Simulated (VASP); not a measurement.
A run of VASP 6.6.1:

INCAR

```
SYSTEM = Pd
PREC     = Accurate       ! precision mode
ENCUT    = 400            ! plane-wave cutoff, eV
EDIFF    = 1E-6           ! SCF threshold, eV
ISMEAR   = 0              ! smearing method
SIGMA    = 0.1            ! smearing width, eV
LREAL    = .FALSE.        ! projectors in reciprocal space
LASPH    = .TRUE.         ! aspherical terms in the spheres
NELM     = 120            ! most SCF steps
ALGO     = Normal         ! electronic algorithm
ISIF     = 2              ! what is computed and relaxed
LWAVE    = .FALSE.        ! write WAVECAR
LCHARG   = .FALSE.        ! write CHGCAR
GGA      = PS             ! functional
IVDW     = 12             ! dispersion correction
NBANDS   = 44             ! bands
GGA_COMPAT= .FALSE.
```

Contents of KPOINTS:

```
Automatic mesh
0
G
  2 2 2
  0 0 0
```

File POSCAR:

```
Pd
1.0
   -3.1445620000      3.1445620000      3.1445620000
    3.1445620000     -3.1445620000      3.1445620000
    3.1445620000      3.1445620000     -3.1445620000
Pd
7
Direct
    0.0000000000      0.0000000000      0.2499998410
    0.0000000000      0.4897368855     -0.0016406100
    0.0000000000      0.5102632735      0.5016404510
    0.4897368855      0.0000000000     -0.0016406100
    0.5102632735      0.0000000000      0.5016404510
    0.4897367265      0.4897367265     -0.0086228225
    0.5102631145      0.5102631145      0.5086225045
```

Potentials or basis: VASP PAW PBE potentials, release 64 (Pd).

Launch:

```console
$ cat potpaw_PBE.64/Pd/POTCAR > POTCAR
$ mpirun -np 1 vasp_std > vasp.out
```

Hardware: 1 thread of AMD EPYC 9R45 (Zen 5), with other jobs on the host.

Problem. How long does it take, and how much memory?

Solution. Wall time 21 s on 1 thread of AMD EPYC 9R45 (Zen 5), with other jobs on the host, peak memory 0.17 GiB. Counts: scf iterations 13, k points 4.
